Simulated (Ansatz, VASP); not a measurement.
# Two plane-wave programs on EuS

```
Eu S
1.0
     0.00000    3.02734    3.02734
     3.02734    0.00000    3.02734
     3.02734    3.02734    0.00000
Eu S
1 1
Direct
  0.00000 0.00000 0.00000
  0.50000 0.50000 0.50000
```

Alike in both runs: task single point; functional r2SCAN; k mesh 8 × 8 × 8; collinear spin.

|  | VASP | Ansatz |
| --- | --- | --- |
| version | VASP 6.6.1 | Ansatz 0.2.0 |
| potentials or method | VASP PAW PBE potentials, release 64 (Eu, S), cutoff 800 eV | plane waves, PAW |
| occupations | methfessel-paxton of order 1, width 0.1 eV | cold, width 0.1 eV |
| valence electrons in the cell | 23 | 23 |

VASP gave:

```
net moment per atom (μB)                                      : 3.50
size of the moment on the site where the two differ most (μB) : 6.55
```

Question: What did Ansatz give for the same quantities?

Answer: net moment per atom (μB): 3.50; size of the moment on the site where the two differ most (μB): 6.85.

VASP's potentials were made for PBE, not for r2SCAN. Site moments also hang on the region over which each program counts them. Ansatz's warnings: stability check not made.

Spin-orbit coupling is off throughout.
